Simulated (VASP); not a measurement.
Wanted: the native input for a VASP 6.6.1 run.

```yaml
Task: single point
Functional: PBE
Potentials_or_basis: VASP PAW PBE potentials, release 64 (Si, W_sv)
Cutoff: 520 eV
k_mesh: 4 × 4 × 4
Occupations: gaussian, width 0.1 eV
Spin: no spin polarisation
Dipole_correction: no
Further_INCAR_settings: ALGO = Normal; EDIFF = 1e-07; NBANDS = 23
```

The structure of Si4W lies in POSCAR:

```
Si4W
1.0
   -2.7011715900      2.7011715900      2.7011715900
    2.7011715900     -2.7011715900      2.7011715900
    2.7011715900      2.7011715900     -2.7011715900
Si W
4 1
Direct
    0.5000000000      0.5000000000      0.5000000000
    0.0000000000      0.0000000000      0.5000000000
    0.0000000000      0.5000000000      0.0000000000
    0.5000000000      0.0000000000      0.0000000000
    0.0000000000      0.0000000000      0.0000000000
```

These files were run (other wordings do the same):

INCAR

```
SYSTEM = Si4W
  PREC = Accurate
  ENCUT = 520
  EDIFF = 1E-7
  ISMEAR = 0
  SIGMA = 0.1
  LREAL = .False.
  LASPH = .True.
  NELM = 100
  ALGO = Normal
  ISIF = 2
  LWAVE = .False.
  LCHARG = .True.
  GGA = PE
  LELF = .True.
  LVHAR = .True.
  NBANDS = 23
```

KPOINTS

```
regular mesh
0
Gamma
  4 4 4
  0 0 0
```

Potentials or basis: VASP PAW PBE potentials, release 64 (Si, W_sv).

Command:

```sh
$ cat potpaw_PBE.64/Si/POTCAR potpaw_PBE.64/W_sv/POTCAR > POTCAR
$ mpirun -np 1 vasp_std > vasp.out
```

Results of the run:

| Item | Value |
| --- | --- |
| Pressure | 19.6 GPa |
| Band gap on the k mesh | zero (band 15 reaches 11.03 eV, above the bottom of band 16 at 6.50 eV) |

Caveat: the k points lie up to 0.41 Å⁻¹ apart; spin-orbit coupling is left out, which moves the levels of the heavy elements.

It took 19 s on 1 thread of Intel(R) Xeon(R) Platinum 8488C (Sapphire Rapids), on a shared host, peak memory 0.2 GiB.
